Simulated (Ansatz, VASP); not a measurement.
**FePb: VASP beside Ansatz**

The input INCAR:

```
SYSTEM = FePb
PREC = Accurate
ENCUT = 520
EDIFF = 1E-6
ISMEAR = 0
SIGMA = 0.1
LREAL = .FALSE.
LASPH = .TRUE.
NELM = 150
ALGO = Normal
ISIF = 2
LWAVE = .FALSE.
LCHARG = .TRUE.
ISPIN = 2
MAGMOM = 0.5 0
LORBIT = 11
LMAXMIX = 4
GGA = PE
LELF = .TRUE.
LVHAR = .TRUE.
NBANDS = 22
```

The input KPOINTS:

```
regular mesh
0
G
  12 12 12
  0 0 0
```

POSCAR

```
FePb
1.0
    3.3986417989      0.0000000000      0.0000000000
    0.0000000000      3.3986417989      0.0000000000
    0.0000000000      0.0000000000      3.3986417989
Fe Pb
1 1
Direct
    0.0000000000      0.0000000000      0.0000000000
    0.5000000000      0.5000000000      0.5000000000
```

Input for Ansatz:

```yaml
crystal:
  lattice:
    - [3.3986418556, 0.0, 0.0]
    - [0.0, 3.3986418556, 0.0]
    - [0.0, 0.0, 3.3986418556]
  atoms:
    - { symbol: Fe, position: [0.0, 0.0, 0.0], spin: 0.5 }
    - { symbol: Pb, position: [0.5, 0.5, 0.5] }
basis:
  ecutwfc: 420
kpoints:
  mp_grid: { grid: [12, 12, 12] }
hamiltonian:
  xc: pbe
scf:
  occupations: { method: gaussian, width: 0.1 }
  lower_state_search: "off"
output:
  forces: true
  stress: true
  eigenvalues: true
  populations: true
magnetization:
  spin_polarized: true
```

Alike in both runs: task single point; functional PBE; k mesh 12 × 12 × 12; occupations gaussian, width 0.1 eV; collinear spin.

|  | VASP | Ansatz |
| --- | --- | --- |
| version | VASP 6.6.1 | Ansatz 0.2.0 |
| potentials or method | VASP PAW PBE potentials, release 64 (Fe, Pb_d), cutoff 520 eV | scalar-relativistic, plane waves, PAW |
| valence electrons in the cell | 22 | 30 |

|  | VASP | Ansatz | Ansatz less VASP |
| --- | --- | --- | --- |
| gap on the k mesh at the Fermi level (eV) | none | none | - |
| pressure (GPa) | -10.0 | 0.0 | +9.93 |
| net moment per atom (μB) | 0.00 | 1.29 | +1.280 |
| size of the moment on the site where the two differ most (μB) | 0.01 | 2.72 | +2.703 |

The net moments are unlike, so the other rows may belong to different states. Site moments also hang on the region over which each program counts them. A gap of «none» marks a metal or a gap that the smearing closes. VASP's potentials hold 22 valence electrons a cell and Ansatz's 30, so a difference there can come from the potentials and not from the codes.

Neither program's run includes spin-orbit coupling.
